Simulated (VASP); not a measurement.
# Zn7Cd9S16 (P1) in VASP: single point with PBEsol

Aim: the single point of Zn7Cd9S16 with PBEsol.

Everything below comes from runs of VASP 6.6.1. Logs are shortened: lines on timing, memory, paths and dates and some standing lists are left out, and cuts for length are marked.

### 1 The cell of the first run

The typed cell holds 64 atoms: a = 11.232 Å, b = 11.232 Å, c = 11.232 Å, α = 90.00°, β = 90.00°, γ = 90.00°.

### 2 Single point, PBEsol

INCAR reads:

```
ALGO     = Normal         # electronic algorithm
EDIFF    = 1E-6           # SCF threshold, eV
ENCUT    = 500            # plane-wave cutoff, eV
GGA      = PS             # functional
GGA_COMPAT= F            
ISIF     = 2              # what is computed and relaxed
ISMEAR   = -1             # smearing method
ISYM     = -1           
LASPH    = T              # aspherical terms in the spheres
LCHARG   = F              # write CHGCAR
LREAL    = Auto         
LWAVE    = F              # write WAVECAR
NBANDS   = 326            # bands
NELM     = 120            # most SCF steps
PREC     = Accurate       # precision mode
SIGMA    = 0.05           # smearing width, eV
```

KPOINTS reads:

```
explicit points
1
Reciprocal
  0.25000000   0.25000000   0.25000000 1
```

POSCAR reads:

```
Zn7Cd9S16
1.0
   11.2319454193      0.0000000000      0.0000000000
    0.0000000000     11.2319454193      0.0000000000
    0.0000000000      0.0000000000     11.2319454193
Zn Cd S
14 18 32
Direct
    0.9952860000      0.9991730000      0.0032300000
    0.9954150000      0.9949970000      0.4964990000
    0.2437800000      0.7564450000      0.4990850000
    0.7528890000      0.2472780000      0.0061450000
    0.7525380000      0.2457300000      0.4948820000
    0.7544220000      0.7530380000      0.4959220000
    0.2384230000      0.9946480000      0.7467720000
    0.7545990000      0.0016810000      0.2537660000
    0.7542310000      0.4997400000      0.7456630000
    0.9912830000      0.2405160000      0.2502900000
    0.9960520000      0.7586830000      0.2545090000
    0.9974340000      0.7554540000      0.7438330000
    0.5087580000      0.2462120000      0.2502740000
    0.5029670000      0.7542590000      0.2568720000
    0.9939320000      0.5021290000      0.0014190000
    0.9959500000      0.5034800000      0.4988650000
    0.5023980000      0.0043200000      0.0050300000
    0.5018650000      0.9961050000      0.4970980000
    0.5069960000      0.4971480000      0.0026560000
    0.5056820000      0.5035530000      0.4963950000
    0.2485150000      0.2440870000      0.0040850000
    0.2450320000      0.2441970000      0.4970110000
    0.2425290000      0.7576950000      0.0003330000
    0.7563980000      0.7519480000      0.0032430000
    0.2447230000      0.9978930000      0.2526240000
    0.2506590000      0.5030350000      0.2536440000
    0.2459540000      0.5058870000      0.7465050000
    0.7583080000      0.9997210000      0.7469650000
    0.7515310000      0.4973690000      0.2534170000
    0.9931320000      0.2447190000      0.7487400000
    0.5046220000      0.2495950000      0.7526360000
    0.4994870000      0.7501590000      0.7421180000
    0.1079640000      0.1207010000      0.1265910000
    0.1173440000      0.1079070000      0.6210020000
    0.1123910000      0.6354900000      0.1351510000
    0.1221060000      0.6414670000      0.6220000000
    0.6359780000      0.1295580000      0.1339260000
    0.6343080000      0.1291270000      0.6163480000
    0.6203350000      0.6335930000      0.1359430000
    0.6432460000      0.6273400000      0.6213220000
    0.3839270000      0.3652130000      0.1344960000
    0.3739840000      0.3751980000      0.6220450000
    0.3819210000      0.8690220000      0.1344610000
    0.3579700000      0.8767720000      0.6223340000
    0.8744040000      0.3607120000      0.1272780000
    0.8608060000      0.3721470000      0.6201600000
    0.8815220000      0.8841690000      0.1343720000
    0.8800250000      0.8689980000      0.6143020000
    0.3829910000      0.1297670000      0.3648650000
    0.3644060000      0.1126420000      0.8643650000
    0.3740040000      0.6436460000      0.3793980000
    0.3749920000      0.6260260000      0.8783990000
    0.8751280000      0.1209550000      0.3779910000
    0.8727880000      0.1227060000      0.8922490000
    0.8740780000      0.6402560000      0.3717830000
    0.8757980000      0.6274040000      0.8572580000
    0.1112930000      0.3654490000      0.3651200000
    0.1228900000      0.3738860000      0.8741990000
    0.1154980000      0.8704340000      0.3815750000
    0.1090660000      0.8828370000      0.8688510000
    0.6268420000      0.3593560000      0.3755220000
    0.6456210000      0.3742620000      0.8766370000
    0.6358260000      0.8699430000      0.3687610000
    0.6258880000      0.8758730000      0.8732630000
```

Potentials or basis: VASP PAW PBE potentials, release 64 (Zn, Cd, S).

Launch:

```sh
cat potpaw_PBE.64/Zn/POTCAR potpaw_PBE.64/Cd/POTCAR potpaw_PBE.64/S/POTCAR > POTCAR
mpirun -np 1 vasp_std > vasp.out
```

OUTCAR:

```text
EDIFF = 1E-6
   ENCUT = 500
   GGA = PS
   ISIF = 2
   ISMEAR = -1
   ISYM = -1
   LASPH = T
   LREAL = Auto
   NELM = 120
   PREC = Accurate

 ion  position               nearest neighbor table
   1  0.995  0.999  0.003-  54 2.32  33 2.32  47 2.34  60 2.37
   2  0.995  0.995  0.496-  48 2.33  34 2.33  59 2.33  53 2.37
   3  0.244  0.756  0.499-  44 2.32  36 2.33  59 2.34  51 2.36
   4  0.753  0.247  0.006-  45 2.31  54 2.33  37 2.35  62 2.37
   5  0.753  0.246  0.495-  38 2.31  61 2.33  46 2.34  53 2.36
   6  0.754  0.753  0.496-  55 2.31  48 2.34  40 2.35  63 2.35
[... 56 lines left out ...]
  63  0.636  0.870  0.369-  14 2.34   6 2.35   8 2.37  18 2.52
  64  0.626  0.876  0.873-  28 2.48  32 2.49  17 2.49  24 2.49

IMPORTANT INFORMATION: All symmetrisations will be switched off!
NOSYMM: (Re-)initialisation of all symmetry stuff for point group C_1.

----------------------------------------------------------------------------------------

                                     Primitive cell

  volume of cell :    1416.9840

  direct lattice vectors                    reciprocal lattice vectors
    11.231945419  0.000000000  0.000000000     0.089031772  0.000000000  0.000000000
     0.000000000 11.231945419  0.000000000     0.000000000  0.089031772  0.000000000
     0.000000000  0.000000000 11.231945419     0.000000000  0.000000000  0.089031772

  length of vectors
    11.231945419 11.231945419 11.231945419     0.089031772  0.089031772  0.089031772

  position of ions in fractional coordinates (direct lattice)
     0.995286000  0.999173000  0.003230000
     0.995415000  0.994997000  0.496499000
     0.243780000  0.756445000  0.499085000
     0.752889000  0.247278000  0.006145000
     0.752538000  0.245730000  0.494882000
     0.754422000  0.753038000  0.495922000
[... 56 lines left out ...]
     0.635826000  0.869943000  0.368761000
     0.625888000  0.875873000  0.873263000

  ion indices of the primitive-cell ions
   primitive index   ion index
                 1           1
                 2           2
                 3           3
                 4           4
                 5           5
                 6           6
[... 56 lines left out ...]
                63          63
                64          64

----------------------------------------------------------------------------------------

 KPOINTS: explicit points

Read explicit list of k-points.

 Found      1 k-points:

 Following reciprocal coordinates:
            Coordinates               Weight
  0.250000  0.250000  0.250000      1.000000
   k-points           NKPTS =      1   k-points in BZ     NKDIM =      1   number of bands    NBANDS=    326
   number of dos      NEDOS =    301   number of ions     NIONS =     64
   total plane-waves  NPLWV = 592704
   dimension x,y,z NGX =    84 NGY =   84 NGZ =   84
   dimension x,y,z NGXF=   168 NGYF=  168 NGZF=  168
   ions per type =              14  18  32
   NGX,Y,Z   is equivalent  to a cutoff of  12.43, 12.43, 12.43 a.u.
   NGXF,Y,Z  is equivalent  to a cutoff of  24.87, 24.87, 24.87 a.u.
 SYSTEM =  unknown system
   PREC   = accura    normal or accurate (medium, high low for compatibility)
   ISTART =      0    job   : 0-new  1-cont  2-samecut
   ICHARG =      2    charge: 1-file 2-atom 10-const
   ISPIN  =      1    spin polarized calculation?
   LNONCOLLINEAR =      F non collinear calculations
   LSORBIT =      F    spin-orbit coupling
   LASPH  =      T    aspherical Exc in radial PAW
   ENCUT  =  500.0 eV  36.75 Ry    6.06 a.u.  20.48 20.48 20.48*2*pi/ulx,y,z
   NELM   =    120;   NELMIN=  2; NELMDL= -5     # of ELM steps
   EDIFF  = 0.1E-05   stopping-criterion for ELM
   LREAL  =      T    real-space projection
   EDIFFG = 0.1E-04   stopping-criterion for IOM
   NSW    =      0    number of steps for IOM
   IBRION =     -1    ionic relax: 0-MD 1-quasi-New 2-CG
   NFREE  =      0    steps in history (QN), initial steepest desc. (CG)
   ISIF   =      2    stress and relaxation
   ISYM   =     -1    0-nonsym 1-usesym 2-fastsym
   POTIM  = 0.5000    time-step for ionic-motion
   TEBEG  =    0.0;   TEEND  =   0.0 temperature during run
   PSTRESS=    0.0 pullay stress
   NELECT =     576.0000    total number of electrons
   NUPDOWN=      -1.0000    fix difference up-down
   EMIN   =  10.00;   EMAX   =-10.00  energy-range for DOS
   EFERMI =   0.00;   METHOD = LEGACY
   ISMEAR =    -1;   SIGMA  =   0.05  broadening in eV -4-tet -1-fermi 0-gaus
   EFERMI_NEDOS =   21; number of points for ismear=-14 and -15
   IALGO  =     38    algorithm
   IMIX   =      4    mixing-type and parameters
     AMIX     =   0.40;   BMIX     =  1.00
     AMIX_MAG =   1.60;   BMIX_MAG =  1.00
  volume/ion in A,a.u.               =      22.14       149.41
  Fermi-wavevector in a.u.,A,eV,Ry     =   1.212720  2.291709 20.009962  1.470691
  Thomas-Fermi vector in A             =   2.348195
   LORBIT       =      0    0 simple, 1 ext, 2 COOP (PROOUT), +10 PAW based schemes
   GGA     = PS    functional components
   LHFCALC =     F    Hartree Fock is set to
   AEXX    =    0.0000 exact exchange contribution
   IVDW    =     0    specifies the selected vdW correction
   LEPSILON=     F    determine dielectric tensor
   LRPA    =     F    only Hartree local field effects (RPA)
 non-spin polarized calculation
  energy-cutoff  :      500.00
  volume of cell :     1416.98
 maximum number of plane-waves:     36000
 NGX is ok and might be reduce to    84
   NGX = 41   NGY = 41   NGZ = 41

 number of electron     575.9999966 magnetization

 Free energy of the ion-electron system (eV)
  ---------------------------------------------------
  ext. energy  EPLUGINS =         0.00000000
  ---------------------------------------------------
  free energy    TOTEN  =      -227.95207742 eV

  energy without entropy =     -227.95207742  energy(sigma->0) =     -227.95207742

 E-fermi :   2.7630     XC(G=0):  -9.6664

 val. band max:        1.5722553894   @ k =   0.2500   0.2500   0.2500
 cond. band min:       3.9036465412   @ k =   0.2500   0.2500   0.2500
 fundamental gap:      2.3313911519
 Fermi energy:         2.7630006451

 k-point     1 :       0.2500    0.2500    0.2500
  band No.  band energies     occupation
      1     -11.0888      2.00000
      2     -10.8982      2.00000
      3     -10.8296      2.00000
      4     -10.8129      2.00000
      5     -10.7040      2.00000
      6     -10.6601      2.00000
[... 292 lines left out ...]
    299       5.3533      0.00000
    300       5.4027      0.00000
 [bands above 300 left out]

------------------------ aborting loop because EDIFF is reached ----------------------------------------

  FORCE on cell =-STRESS in cart. coord.  units (eV):
  Direction    XX          YY          ZZ          XY          YZ          ZX
  --------------------------------------------------------------------------------------
  -------------------------------------------------------------------------------------
  Total        3.1608335      3.1919040      2.4249933     -1.2349296     -1.0911139     -1.2539522
  in kB        3.5739400      3.6090712      2.7419288     -1.3963292     -1.2337175     -1.4178380
  external PRESSURE =       3.3083133 kB  Pullay stress =       0.0000000 kB

 VOLUME and BASIS-vectors are now :
 -----------------------------------------------------------------------------
  energy-cutoff  :      500.00
  volume of cell :     1416.98
      direct lattice vectors                 reciprocal lattice vectors
    11.231945419  0.000000000  0.000000000     0.089031772  0.000000000  0.000000000
     0.000000000 11.231945419  0.000000000     0.000000000  0.089031772  0.000000000
     0.000000000  0.000000000 11.231945419     0.000000000  0.000000000  0.089031772

 POSITION                                       TOTAL-FORCE (eV/Angst)
 -----------------------------------------------------------------------------------
     11.17900     11.22266      0.03628         0.008979     -0.000693     -0.004999
     11.18045     11.17575      5.57665         0.009417     -0.005162     -0.003878
      2.73812      8.49635      5.60570        -0.016459     -0.000999     -0.013839
      8.45641      2.77741      0.06902        -0.007466     -0.005157     -0.016292
      8.45247      2.76003      5.55849         0.012000     -0.004719     -0.016201
      8.47363      8.45808      5.57017         0.008978     -0.001419      0.013631
[... 56 lines left out ...]
      7.14156      9.77115      4.14190         0.018709     -0.007090     -0.012365
      7.02994      9.83776      9.80844        -0.009997     -0.000299     -0.000602
 -----------------------------------------------------------------------------------
    total drift:                                0.017620      0.001447     -0.006326

  FREE ENERGIE OF THE ION-ELECTRON SYSTEM (eV)
  ---------------------------------------------------
  free  energy   TOTEN  =      -227.9520774231 eV

  energy  without entropy=     -227.9520774226  energy(sigma->0) =     -227.95207742
```

Wall time 33 min (1 thread of AMD EPYC 7R43 (Zen 3), shared host); peak memory 1.3 GiB.

Results:

* Free energy: -227.9521 eV
* Pressure: 0.3 GPa
* Largest force: 0.044 eV/Å
* Band gap on the k mesh: 2.33 eV

Forces on the atoms (eV/Å):
```
Zn   0.009 -0.001 -0.005
Zn   0.009 -0.005 -0.004
Zn  -0.016 -0.001 -0.014
Zn  -0.007 -0.005 -0.016
Zn   0.012 -0.005 -0.016
Zn   0.009 -0.001  0.014
Zn  -0.014 -0.005  0.003
Zn   0.009  0.002 -0.004
Zn   0.002  0.005  0.001
Zn  -0.003 -0.010  0.005
Zn   0.015  0.011  0.010
Zn   0.003  0.002  0.001
Zn  -0.007 -0.007 -0.004
Zn  -0.010 -0.006 -0.004
Cd  -0.001  0.008  0.002
Cd   0.009  0.005  0.012
Cd  -0.006  0.008  0.010
Cd  -0.010 -0.005  0.005
Cd  -0.001 -0.008 -0.002
Cd  -0.006  0.007  0.001
Cd  -0.002 -0.002  0.008
Cd  -0.008 -0.005  0.010
Cd  -0.008  0.009 -0.010
Cd   0.018 -0.006  0.010
Cd  -0.020 -0.004  0.009
Cd   0.005  0.008  0.001
Cd  -0.012  0.001 -0.009
Cd   0.021  0.004 -0.005
Cd   0.003  0.004  0.004
Cd   0.005 -0.011 -0.009
Cd   0.001  0.011  0.012
Cd  -0.012  0.001 -0.016
S   -0.022  0.004 -0.004
S    0.005 -0.021 -0.005
S   -0.016  0.007  0.015
S    0.005  0.026  0.002
S    0.016  0.010  0.009
S    0.010  0.015 -0.009
S   -0.017  0.017  0.024
S    0.030  0.000 -0.002
S    0.012 -0.018  0.015
S    0.000 -0.001  0.000
S    0.030 -0.018  0.011
S   -0.011  0.006  0.006
S    0.006 -0.021  0.007
S   -0.034 -0.005 -0.008
S   -0.004  0.011  0.010
S   -0.005 -0.019 -0.020
S    0.034  0.023 -0.016
S   -0.009 -0.015 -0.023
S    0.003  0.023 -0.002
S    0.013  0.002  0.008
S   -0.012  0.010  0.000
S   -0.010  0.007  0.036
S    0.000  0.022 -0.001
S   -0.002  0.002 -0.027
S   -0.022 -0.018 -0.021
S    0.004  0.003  0.004
S   -0.016 -0.018  0.009
S   -0.015  0.005 -0.007
S    0.001 -0.026  0.006
S    0.028 -0.005 -0.003
S    0.019 -0.007 -0.012
S   -0.010  0.000 -0.001
```

Stress tensor (GPa, compression positive):
```
 0.36 -0.14 -0.14
-0.14  0.36 -0.12
-0.14 -0.12  0.27
```

Caveat: the PAW data sets were made with another functional, which shifts forces and pressure a little; a shifted mesh leaves out Γ, where band edges can lie.
